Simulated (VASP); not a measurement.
# Ba (Pm-3m) in VASP: a series of runs, part 2 of 2

VASP 6.6.1.

**3. Single point, PBE (48.25 Å³/atom)**

This run uses another cell than the first one, of 48.25 Å³/atom.

The input, POSCAR:

```
Ba
1.0
    3.6405589740      0.0000000000      0.0000000000
    0.0000000000      3.6405589740      0.0000000000
    0.0000000000      0.0000000000      3.6405589740
Ba
1
Direct
    0.0000000000      0.0000000000      0.0000000000
```

The input, INCAR.step1:

```
ALGO     = Normal         # electronic algorithm
EDIFF    = 1E-7           # SCF threshold, eV
ENCUT    = 520            # plane-wave cutoff, eV
GGA      = PE             # functional
ISIF     = 2              # what is computed and relaxed
ISMEAR   = -1             # smearing method
LASPH    = T              # aspherical terms in the spheres
LCHARG   = T              # write CHGCAR
LREAL    = F              # projectors in reciprocal space
LWAVE    = F              # write WAVECAR
NBANDS   = 11             # bands
NELM     = 60             # most SCF steps
PREC     = Accurate       # precision mode
SIGMA    = 0.08           # smearing width, eV
```

The input, KPOINTS.step1:

```
k-points
0
Gamma
  9 9 9
```

The input, INCAR.step2:

```
ALGO     = Normal         # electronic algorithm
EDIFF    = 1E-7           # SCF threshold, eV
ENCUT    = 520            # plane-wave cutoff, eV
GGA      = PE             # functional
ICHARG   = 11             # starting density
ISIF     = 2              # what is computed and relaxed
ISMEAR   = -5             # smearing method
LASPH    = T              # aspherical terms in the spheres
LCHARG   = F              # write CHGCAR
LORBIT   = 10             # projections on sites
LREAL    = F              # projectors in reciprocal space
LWAVE    = F              # write WAVECAR
NEDOS    = 2001           # points of the DOS
NELM     = 60             # most SCF steps
PREC     = Accurate       # precision mode
SIGMA    = 0.08           # smearing width, eV
```

The input, KPOINTS.step2:

```
k-points
0
Gamma
  14 14 14
```

Potentials or basis: VASP PAW PBE potentials, release 64 (Ba_sv).

Command:

```sh
> cat potpaw_PBE.64/Ba_sv/POTCAR > POTCAR
> cp INCAR.step1 INCAR
> cp KPOINTS.step1 KPOINTS
> mpirun -np 1 vasp_std > vasp.out
> cp INCAR.step2 INCAR
> cp KPOINTS.step2 KPOINTS
> mpirun -np 1 vasp_std > vasp.out
```

OUTCAR:

```text
EDIFF = 1E-7
   ENCUT = 520
   GGA = PE
   ICHARG = 11
   ISIF = 2
   ISMEAR = -5
   LASPH = T
   LORBIT = 10
   LREAL = F
   NELM = 60
   PREC = Accurate

 ion  position               nearest neighbor table
   1  0.000  0.000  0.000-

  LATTYP: Found a simple cubic cell.
 ALAT       =     3.6405589740

  Lattice vectors:

 A1 = (   3.6405589740,   0.0000000000,   0.0000000000)
 A2 = (   0.0000000000,   3.6405589740,   0.0000000000)
 A3 = (   0.0000000000,   0.0000000000,   3.6405589740)

Analysis of symmetry for initial positions (statically):
=====================================================================
 Subroutine PRICEL returns:
 Original cell was already a primitive cell.

 Routine SETGRP: Setting up the symmetry group for a
 simple cubic supercell.

 Subroutine GETGRP returns: Found 48 space group operations
 (whereof 48 operations were pure point group operations)
 out of a pool of 48 trial point group operations.

The static configuration has the point symmetry O_h .

Analysis of symmetry for dynamics (positions and initial velocities):
=====================================================================
 Subroutine PRICEL returns:
 Original cell was already a primitive cell.

 Routine SETGRP: Setting up the symmetry group for a
 simple cubic supercell.

 Subroutine GETGRP returns: Found 48 space group operations
 (whereof 48 operations were pure point group operations)
 out of a pool of 48 trial point group operations.

The dynamic configuration has the point symmetry O_h .

 Subroutine INISYM returns: Found 48 space group operations
 (whereof 48 operations are pure point group operations),
 and found     1 'primitive' translations

----------------------------------------------------------------------------------------

                                     Primitive cell

  volume of cell :      48.2508

  direct lattice vectors                    reciprocal lattice vectors
[... 113 lines left out ...]
   LHFCALC =     F    Hartree Fock is set to
   AEXX    =    0.0000 exact exchange contribution
   IVDW    =     0    specifies the selected vdW correction
   LEPSILON=     F    determine dielectric tensor
   LRPA    =     F    only Hartree local field effects (RPA)
 non-spin polarized calculation
 Fermi weights with tetrahedron method with Bloechl corrections
  energy-cutoff  :      520.00
  volume of cell :       48.25
 maximum number of plane-waves:      1328
 NGX is ok and might be reduce to    28

 number of electron      10.0000002 magnetization

 Free energy of the ion-electron system (eV)
  ---------------------------------------------------
  ext. energy  EPLUGINS =         0.00000000
  ---------------------------------------------------
  free energy    TOTEN  =        -1.48316865 eV

  energy without entropy =       -1.48316865  energy(sigma->0) =       -1.48316865

 E-fermi :   2.5354     XC(G=0):  -8.3012

 val. band max:        2.5940591755   @ k =   0.4286   0.1429   0.1429
 cond. band min:       2.4530072112   @ k =   0.4286   0.4286   0.4286
 fundamental gap:     -0.1410519643
 Fermi energy:         2.5354134835

 k-point     1 :       0.0000    0.0000    0.0000
  band No.  band energies     occupation
      1     -26.4003      2.00000
      2     -10.9183      2.00000
      3     -10.9183      2.00000
      4     -10.9183      2.00000
      5       0.0065      2.00000
      6       2.4131      2.12369
      7       2.4131      2.44253
      8       8.7177      0.00000
      9       8.7177      0.00000
[... 265 lines left out ...]
 k-point    24 :       0.3571    0.2143    0.0000
  band No.  band energies     occupation
      1     -26.2275      2.00000
      2     -11.9762      2.00000
      3     -11.3564      2.00000
      4     -10.7580      2.00000
      5       2.0940      2.00000
      6       3.1045      0.00000
      7       4.4401      0.00000
      8       6.0182      0.00000
      9       6.2529      0.00000

 [... further k-points ...]

------------------------ aborting loop because EDIFF is reached ----------------------------------------

  FORCE on cell =-STRESS in cart. coord.  units (eV):
  Direction    XX          YY          ZZ          XY          YZ          ZX
  --------------------------------------------------------------------------------------
  -------------------------------------------------------------------------------------
  Total        0.9193868      0.9193868      0.9193868      0.0000000      0.0000000      0.0000000
  in kB       30.5284417     30.5284417     30.5284417      0.0000000      0.0000000      0.0000000
  external PRESSURE =      30.5284417 kB  Pullay stress =       0.0000000 kB

 VOLUME and BASIS-vectors are now :
 -----------------------------------------------------------------------------
  energy-cutoff  :      520.00
  volume of cell :       48.25
      direct lattice vectors                 reciprocal lattice vectors
     3.640558974  0.000000000  0.000000000     0.274683093  0.000000000  0.000000000
     0.000000000  3.640558974  0.000000000     0.000000000  0.274683093  0.000000000
     0.000000000  0.000000000  3.640558974     0.000000000  0.000000000  0.274683093

 POSITION                                       TOTAL-FORCE (eV/Angst)
 -----------------------------------------------------------------------------------
      0.00000      0.00000      0.00000         0.000000      0.000000      0.000000
 -----------------------------------------------------------------------------------
    total drift:                               -0.000000      0.000000     -0.000000

  FREE ENERGIE OF THE ION-ELECTRON SYSTEM (eV)
  ---------------------------------------------------
  free  energy   TOTEN  =        -1.4831686495 eV

  energy  without entropy=       -1.4831686495  energy(sigma->0) =       -1.48316865

 total charge

# of ion       s       p       d       tot
------------------------------------------
    1        2.059   5.533   0.426   8.018
```

OUTCAR.step1:

```text
EDIFF = 1E-7
   ENCUT = 520
   GGA = PE
   ISIF = 2
   ISMEAR = -1
   LASPH = T
[... 551 lines left out ...]

 POSITION                                       TOTAL-FORCE (eV/Angst)
 -----------------------------------------------------------------------------------
      0.00000      0.00000      0.00000         0.000000      0.000000      0.000000
 -----------------------------------------------------------------------------------
    total drift:                               -0.000000      0.000000     -0.000000

  FREE ENERGIE OF THE ION-ELECTRON SYSTEM (eV)
  ---------------------------------------------------
  free  energy   TOTEN  =        -1.4909376395 eV

  energy  without entropy=       -1.4693524548  energy(sigma->0) =       -1.48014505
```

Run time: 65 s. Hardware: 1 thread of Intel Xeon 8259CL, shared host; peak memory 0.19 GiB.

Results:

```yaml
Valence_electrons_inside_the_program's_atomic_spheres: Ba 8.02
```

Levels at points of the mesh, in eV from the Fermi level:
```tsv
k point	band 1	band 2	band 3	band 4	band 5	band 6	band 7	band 8	band 9
(0.00, 0.00, 0.00)	-28.94	-13.45	-13.45	-13.45	-2.53	-0.12	-0.12	6.18	6.18
(0.50, 0.00, 0.00)	-28.79	-14.82	-13.32	-13.32	-0.39	0.62	1.47	3.12	3.12
(0.50, 0.50, 0.00)	-28.65	-14.60	-14.60	-13.19	-1.48	1.05	3.80	3.80	4.61
(0.50, 0.50, 0.50)	-28.51	-14.40	-14.40	-14.40	-0.29	-0.29	-0.29	4.16	8.50
```

Caveat: spin-orbit coupling is left out, which moves the levels of the heavy elements.

**4. Single point, PBE (54.44 Å³/atom)**

This run uses another cell than the first one, of 54.44 Å³/atom.

The input, POSCAR:

```
Ba
1.0
    3.7899262637      0.0000000000      0.0000000000
    0.0000000000      3.7899262637      0.0000000000
    0.0000000000      0.0000000000      3.7899262637
Ba
1
Direct
    0.0000000000      0.0000000000      0.0000000000
```

The input, INCAR.step1:

```
SYSTEM = Ba
PREC = Accurate
ENCUT = 520
EDIFF = 1E-6
ISMEAR = -1
SIGMA = 0.08
LREAL = .FALSE.
LASPH = .TRUE.
NELM = 100
ALGO = Normal
ISIF = 2
LWAVE = .FALSE.
LCHARG = .TRUE.
GGA = PE
NBANDS = 11
```

The input, KPOINTS.step1:

```
Automatic mesh
0
G
  9 9 9
  0 0 0
```

The input, INCAR.step2:

```
SYSTEM = Ba
PREC = Accurate
ENCUT = 520
EDIFF = 1E-6
ISMEAR = -5
SIGMA = 0.08
LREAL = .FALSE.
LASPH = .TRUE.
NELM = 100
ALGO = Normal
ISIF = 2
LWAVE = .FALSE.
LCHARG = .FALSE.
GGA = PE
LORBIT = 10
NEDOS = 1001
ICHARG = 11
```

The input, KPOINTS.step2:

```
Automatic mesh
0
G
  14 14 14
  0 0 0
```

Command:

```sh
> cat potpaw_PBE.64/Ba_sv/POTCAR > POTCAR
> cp INCAR.step1 INCAR
> cp KPOINTS.step1 KPOINTS
> mpirun -np 1 vasp_std > vasp.out
> cp INCAR.step2 INCAR
> cp KPOINTS.step2 KPOINTS
> mpirun -np 1 vasp_std > vasp.out
```

It took 67 s on 1 thread of Intel Xeon 8259CL, shared host; peak memory 0.19 GiB.

It converged, with:

* Valence electrons inside the program's atomic spheres: Ba 7.96

Levels at points of the mesh, in eV from the Fermi level:
```
           k point  band 1  band 2  band 3  band 4  band 5  band 6  band 7  band 8  band 9
(0.00, 0.00, 0.00)  -29.02  -13.72  -13.72  -13.72   -2.57   -0.02   -0.02    5.50    5.50
(0.50, 0.00, 0.00)  -28.92  -14.72  -13.63  -13.63   -0.55    0.63    1.11    2.88    2.88
(0.50, 0.50, 0.00)  -28.83  -14.56  -14.56  -13.53   -1.21    0.87    3.46    3.46    3.97
(0.50, 0.50, 0.50)  -28.74  -14.43  -14.43  -14.43   -0.14   -0.14   -0.14    4.06    7.43
```

Caveat: spin-orbit coupling is left out, which moves the levels of the heavy elements.
